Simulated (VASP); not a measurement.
# InSe in VASP: single point with PBE+D3(BJ)

Aim: the single point of InSe with PBE+D3(BJ).

Program: VASP 6.6.1. These are calculated values, not measurements. Logs are shortened: lines on timing, memory, paths and dates and some standing lists are left out, and cuts for length are marked.

**1. The cell of the first run**

The cell holds a slab with vacuum, 8 atoms: a = 4.027 Å, b = 4.027 Å, c = 28.271 Å, α = 90.00°, β = 90.00°, γ = 120.00°.

**2. Single point, PBE+D3(BJ) (layers slid over each other)**

The input, INCAR:

```
ALGO     = Normal         # electronic algorithm
DIPOL    = 0.5 0.5 0.408
EDIFF    = 1E-7           # SCF threshold, eV
ENCUT    = 520            # plane-wave cutoff, eV
GGA      = PE             # functional
IDIPOL   = 3            
ISIF     = 2              # what is computed and relaxed
ISMEAR   = 0              # smearing method
IVDW     = 12             # dispersion correction
LASPH    = True           # aspherical terms in the spheres
LCHARG   = False          # write CHGCAR
LDIPOL   = True         
LREAL    = False          # projectors in reciprocal space
LWAVE    = False          # write WAVECAR
NBANDS   = 48             # bands
NELM     = 80             # most SCF steps
PREC     = Accurate       # precision mode
SIGMA    = 0.05           # smearing width, eV
```

The input, KPOINTS:

```
k-points
0
Gamma
  9 9 1
```

The input, POSCAR:

```
InSe
1.0
    4.0266103653      0.0000000000      0.0000000000
   -2.0133051827      3.4871468675      0.0000000000
    0.0000000000      0.0000000000     28.2707107737
Se In
4 4
Direct
    0.0000000000      0.0000000000      0.1591753400
    0.0000000000      0.0000000000      0.3496677344
    0.2222222222      0.8888888889      0.4667500401
    0.2222222222      0.8888888889      0.6572424345
    0.6666666667      0.3333333333      0.2049979902
    0.6666666667      0.3333333333      0.3038451596
   -0.4444444444      0.5555555556      0.5125726903
   -0.4444444444      0.5555555556      0.6114198596
```

Potentials or basis: VASP PAW PBE potentials, release 64 (Se, In_d).

The run is started by

```
$ cat potpaw_PBE.64/Se/POTCAR potpaw_PBE.64/In_d/POTCAR > POTCAR
$ mpirun -np 1 vasp_std > vasp.out
```

OUTCAR:

```text
EDIFF = 1E-7
   ENCUT = 520
   GGA = PE
   ISIF = 2
   ISMEAR = 0
   IVDW = 12
   LASPH = True
   LREAL = False
   NELM = 80
   PREC = Accurate
 IVDW          = 12

 ion  position               nearest neighbor table
   1  0.000  0.000  0.159-   5 2.66   5 2.66   5 2.66
   2  0.000  0.000  0.350-   6 2.66   6 2.66   6 2.66
   3  0.222  0.889  0.467-   7 2.66   7 2.66   7 2.66
   4  0.222  0.889  0.657-   8 2.66   8 2.66   8 2.66
   5  0.667  0.333  0.205-   1 2.66   1 2.66   1 2.66   6 2.79
   6  0.667  0.333  0.304-   2 2.66   2 2.66   2 2.66   5 2.79
   7  0.556  0.556  0.513-   3 2.66   3 2.66   3 2.66   8 2.79
   8  0.556  0.556  0.611-   4 2.66   4 2.66   4 2.66   7 2.79

  LATTYP: Found a hexagonal cell.
 ALAT       =     4.0266103653
 C/A-ratio  =     7.0209700490

  Lattice vectors:

 A1 = (   4.0266103653,   0.0000000000,   0.0000000000)
 A2 = (  -2.0133051827,   3.4871468675,   0.0000000000)
 A3 = (   0.0000000000,   0.0000000000,  28.2707107737)

Analysis of symmetry for initial positions (statically):
=====================================================================
 Subroutine PRICEL returns:
 Original cell was already a primitive cell.

 Routine SETGRP: Setting up the symmetry group for a
 hexagonal supercell.

 Subroutine GETGRP returns: Found  2 space group operations
 (whereof  1 operations were pure point group operations)
 out of a pool of 24 trial point group operations.

The static configuration has the point symmetry C_1 .
 The point group associated with its full space group is S_2 .

Analysis of symmetry for dynamics (positions and initial velocities):
=====================================================================
 Subroutine PRICEL returns:
 Original cell was already a primitive cell.

 Routine SETGRP: Setting up the symmetry group for a
 hexagonal supercell.

 Subroutine GETGRP returns: Found  2 space group operations
 (whereof  1 operations were pure point group operations)
 out of a pool of 24 trial point group operations.

The dynamic configuration has the point symmetry C_1 .
 The point group associated with its full space group is S_2 .

 Subroutine INISYM returns: Found  2 space group operations
 (whereof  1 operations are pure point group operations),
 and found     1 'primitive' translations

----------------------------------------------------------------------------------------

                                     Primitive cell

  volume of cell :     396.9598

  direct lattice vectors                    reciprocal lattice vectors
     4.026610365  0.000000000  0.000000000     0.248347843  0.143383694  0.000000000
    -2.013305183  3.487146867  0.000000000     0.000000000  0.286767388  0.000000000
     0.000000000  0.000000000 28.270710774     0.000000000  0.000000000  0.035372298

  length of vectors
     4.026610365  4.026610365 28.270710774     0.286767388  0.286767388  0.035372298

  position of ions in fractional coordinates (direct lattice)
     0.000000000  0.000000000  0.159175340
     0.000000000  0.000000000  0.349667734
     0.222222222  0.888888889  0.466750040
     0.222222222  0.888888889  0.657242434
     0.666666667  0.333333333  0.204997990
     0.666666667  0.333333333  0.303845160
     0.555555556  0.555555556  0.512572690
     0.555555556  0.555555556  0.611419860

  ion indices of the primitive-cell ions
   primitive index   ion index
                 1           1
                 2           2
                 3           3
                 4           4
                 5           5
                 6           6
                 7           7
                 8           8

----------------------------------------------------------------------------------------

 KPOINTS: k-points

Automatic generation of k-mesh.
 Grid dimensions read from file:
 generate k-points for:    9    9    1

 Generating k-lattice:

  Cartesian coordinates                     Fractional coordinates (reciprocal lattice)
     0.027594205  0.015931522  0.000000000     0.111111111  0.000000000  0.000000000
     0.000000000  0.031863043  0.000000000     0.000000000  0.111111111  0.000000000
     0.000000000  0.000000000  0.035372298     0.000000000  0.000000000  1.000000000

  Length of vectors
     0.031863043  0.031863043  0.035372298

  Shift w.r.t. Gamma in fractional coordinates (k-lattice)
     0.000000000  0.000000000  0.000000000

 Subroutine IBZKPT returns following result:
 ===========================================

 Found     41 irreducible k-points:

 Following reciprocal coordinates:
            Coordinates               Weight
  0.000000  0.000000  0.000000      1.000000
  0.111111  0.000000  0.000000      2.000000
  0.000000  0.111111  0.000000      2.000000
 -0.111111  0.111111  0.000000      2.000000
  0.222222 -0.000000  0.000000      2.000000
  0.000000  0.222222  0.000000      2.000000
[... 16 lines left out ...]
  0.333333  0.111111  0.000000      2.000000
 -0.111111  0.444444  0.000000      2.000000
 [... further k-points ...]
   k-points           NKPTS =     41   k-points in BZ     NKDIM =     41   number of bands    NBANDS=     48
   number of dos      NEDOS =    301   number of ions     NIONS =      8
   total plane-waves  NPLWV = 189000
   dimension x,y,z NGX =    30 NGY =   30 NGZ =  210
   dimension x,y,z NGXF=    60 NGYF=   60 NGZF=  420
   ions per type =               4   4
   NGX,Y,Z   is equivalent  to a cutoff of  12.39, 12.39, 12.35 a.u.
   NGXF,Y,Z  is equivalent  to a cutoff of  24.77, 24.77, 24.70 a.u.
 SYSTEM =  unknown system
   PREC   = accura    normal or accurate (medium, high low for compatibility)
   ISTART =      0    job   : 0-new  1-cont  2-samecut
   ICHARG =      2    charge: 1-file 2-atom 10-const
   ISPIN  =      1    spin polarized calculation?
   LNONCOLLINEAR =      F non collinear calculations
   LSORBIT =      F    spin-orbit coupling
   LASPH  =      T    aspherical Exc in radial PAW
   ENCUT  =  520.0 eV  38.22 Ry    6.18 a.u.   7.49  7.49 52.56*2*pi/ulx,y,z
   NELM   =     80;   NELMIN=  2; NELMDL= -5     # of ELM steps
   EDIFF  = 0.1E-06   stopping-criterion for ELM
   LREAL  =      F    real-space projection
   EDIFFG = 0.1E-05   stopping-criterion for IOM
   NSW    =      0    number of steps for IOM
   IBRION =     -1    ionic relax: 0-MD 1-quasi-New 2-CG
   NFREE  =      0    steps in history (QN), initial steepest desc. (CG)
   ISIF   =      2    stress and relaxation
   ISYM   =      2    0-nonsym 1-usesym 2-fastsym
   POTIM  = 0.5000    time-step for ionic-motion
   TEBEG  =    0.0;   TEEND  =   0.0 temperature during run
   PSTRESS=    0.0 pullay stress
   NELECT =      76.0000    total number of electrons
   NUPDOWN=      -1.0000    fix difference up-down
   EMIN   =  10.00;   EMAX   =-10.00  energy-range for DOS
   EFERMI =   0.00;   METHOD = LEGACY
   ISMEAR =     0;   SIGMA  =   0.05  broadening in eV -4-tet -1-fermi 0-gaus
   EFERMI_NEDOS =   21; number of points for ismear=-14 and -15
   IALGO  =     38    algorithm
   IMIX   =      4    mixing-type and parameters
     AMIX     =   0.40;   BMIX     =  1.00
     AMIX_MAG =   1.60;   BMIX_MAG =  1.00
  volume/ion in A,a.u.               =      49.62       334.85
  Fermi-wavevector in a.u.,A,eV,Ry     =   0.943548  1.783047 12.113024  0.890282
  Thomas-Fermi vector in A             =   2.071266
   LORBIT       =      0    0 simple, 1 ext, 2 COOP (PROOUT), +10 PAW based schemes
   GGA     = PE    functional components
   LHFCALC =     F    Hartree Fock is set to
   AEXX    =    0.0000 exact exchange contribution
   IVDW    =    12    specifies the selected vdW correction
   LEPSILON=     F    determine dielectric tensor
   LRPA    =     F    only Hartree local field effects (RPA)
 non-spin polarized calculation
 Gauss-broadening in eV      SIGMA  =   0.05
  energy-cutoff  :      520.00
  volume of cell :      396.96
 maximum number of plane-waves:     10749
 NGX is ok and might be reduce to    30
   NGX = 15   NGY = 15   NGZ =105

 number of electron      75.9999998 magnetization

 dipolmoment           0.000000      0.000000     -0.000026 electrons x Angstroem

 Free energy of the ion-electron system (eV)
  ---------------------------------------------------
  ext. energy  EPLUGINS =         0.00000000
  ---------------------------------------------------
  free energy    TOTEN  =       -28.35242360 eV

  energy without entropy =      -28.35242360  energy(sigma->0) =      -28.35242360

 E-fermi :   0.0893     XC(G=0):  -5.6569

 val. band max:       -0.1476412107   @ k =   0.0000   0.1111   0.0000
 cond. band min:       0.9318514993   @ k =   0.0000   0.0000   0.0000
 fundamental gap:      1.0794927100
 Fermi energy:         0.0892614159

 k-point     1 :       0.0000    0.0000    0.0000
  band No.  band energies     occupation
      1     -14.5164      2.00000
      2     -14.5161      2.00000
      3     -14.3338      2.00000
      4     -14.3337      2.00000
      5     -14.3323      2.00000
      6     -14.3321      2.00000
[... 40 lines left out ...]
     47       5.0428      0.00000
     48       5.2102      0.00000

 k-point     2 :       0.1111    0.0000    0.0000
  band No.  band energies     occupation
      1     -14.5159      2.00000
      2     -14.5154      2.00000
      3     -14.3750      2.00000
      4     -14.3723      2.00000
      5     -14.3308      2.00000
      6     -14.3306      2.00000
[... 40 lines left out ...]
     47       5.1043      0.00000
     48       5.1902      0.00000

 k-point     3 :       0.0000    0.1111    0.0000
  band No.  band energies     occupation
      1     -14.5160      2.00000
      2     -14.5154      2.00000
      3     -14.3749      2.00000
      4     -14.3722      2.00000
      5     -14.3309      2.00000
      6     -14.3307      2.00000
[... 40 lines left out ...]
     47       5.0984      0.00000
     48       5.1994      0.00000

 k-point     4 :      -0.1111    0.1111    0.0000
  band No.  band energies     occupation
      1     -14.5159      2.00000
      2     -14.5154      2.00000
      3     -14.3737      2.00000
      4     -14.3713      2.00000
      5     -14.3320      2.00000
      6     -14.3318      2.00000
[... 958 lines left out ...]
     47       4.6313      0.00000
     48       4.7378      0.00000

 k-point    23 :       0.3333    0.1111    0.0000
  band No.  band energies     occupation
      1     -14.6122      2.00000
      2     -14.6038      2.00000
      3     -14.5043      2.00000
      4     -14.4983      2.00000
      5     -14.4607      2.00000
      6     -14.4604      2.00000
[... 40 lines left out ...]
     47       4.4808      0.00000
     48       4.5649      0.00000

 k-point    24 :      -0.1111    0.4444    0.0000
  band No.  band energies     occupation
      1     -14.6120      2.00000
      2     -14.6037      2.00000
      3     -14.5042      2.00000
      4     -14.4981      2.00000
      5     -14.4607      2.00000
      6     -14.4603      2.00000
[... 40 lines left out ...]
     47       4.4295      0.00000
     48       4.5874      0.00000

 [... further k-points ...]

------------------------ aborting loop because EDIFF is reached ----------------------------------------

 vacuum level on the upper side and lower side of the slab       (xc-potential included)        -0.095        -0.095

 Edisp (eV)   -2.02236

 E8    (eV) :    -0.9480

  FORCE on cell =-STRESS in cart. coord.  units (eV):
  Direction    XX          YY          ZZ          XY          YZ          ZX
  --------------------------------------------------------------------------------------
  -------------------------------------------------------------------------------------
  Total       0.04669    -0.05670     0.14257    -0.02416    -0.10471     0.29852
  in kB       0.18843    -0.22885     0.57543    -0.09752    -0.42261     1.20487
  external pressure =        0.18 kB  Pullay stress =        0.00 kB

 VOLUME and BASIS-vectors are now :
 -----------------------------------------------------------------------------
  energy-cutoff  :      520.00
  volume of cell :      396.96
      direct lattice vectors                 reciprocal lattice vectors
     4.026610365  0.000000000  0.000000000     0.248347843  0.143383694  0.000000000
    -2.013305183  3.487146867  0.000000000     0.000000000  0.286767388  0.000000000
     0.000000000  0.000000000 28.270710774     0.000000000  0.000000000  0.035372298

 POSITION                                       TOTAL-FORCE (eV/Angst)
 -----------------------------------------------------------------------------------
      0.00000      0.00000      4.50000        -0.002284      0.001085     -0.010847
      0.00000      0.00000      9.88536        -0.078924      0.031818     -0.028420
     -0.89480      3.09969     13.19536         0.078924     -0.031818      0.028420
     -0.89480      3.09969     18.58071         0.002284     -0.001085      0.010847
      2.01331      1.16238      5.79544        -0.006011      0.002617      0.009618
      2.01331      1.16238      8.58992         0.010399     -0.007650     -0.011710
      1.11850      1.93730     14.49079        -0.010399      0.007650      0.011710
      1.11850      1.93730     17.28527         0.006011     -0.002617     -0.009618
 -----------------------------------------------------------------------------------
    total drift:                               -0.000083     -0.000141     -0.003178

  FREE ENERGIE OF THE ION-ELECTRON SYSTEM (eV)
  ---------------------------------------------------
  free  energy   TOTEN  =       -30.3747845085 eV

  energy  without entropy=      -30.3747845085  energy(sigma->0) =      -30.37478451

 vacuum level on the upper side and lower side of the slab         5.439         5.439
```

Wall time 29 min (1 thread of Oxide Virtual Turin-like, shared host); peak memory 0.8 GiB.

What came out:

* Free energy: -30.3748 eV
* Largest force: 0.090 eV/Å
* Band gap on the k mesh: 1.08 eV (least direct gap 1.14 eV)
* Dispersion energy per atom: -0.253 eV

Forces on the atoms (eV/Å):
```
Se  -0.002  0.001 -0.011
Se  -0.079  0.032 -0.028
Se   0.079 -0.032  0.028
Se   0.002 -0.001  0.011
In  -0.006  0.003  0.010
In   0.010 -0.008 -0.012
In  -0.010  0.008  0.012
In   0.006 -0.003 -0.010
```

Caveat: the cell differs from its parent crystal (layers slid over each other); spin-orbit coupling is left out, which moves the levels of the heavy elements.
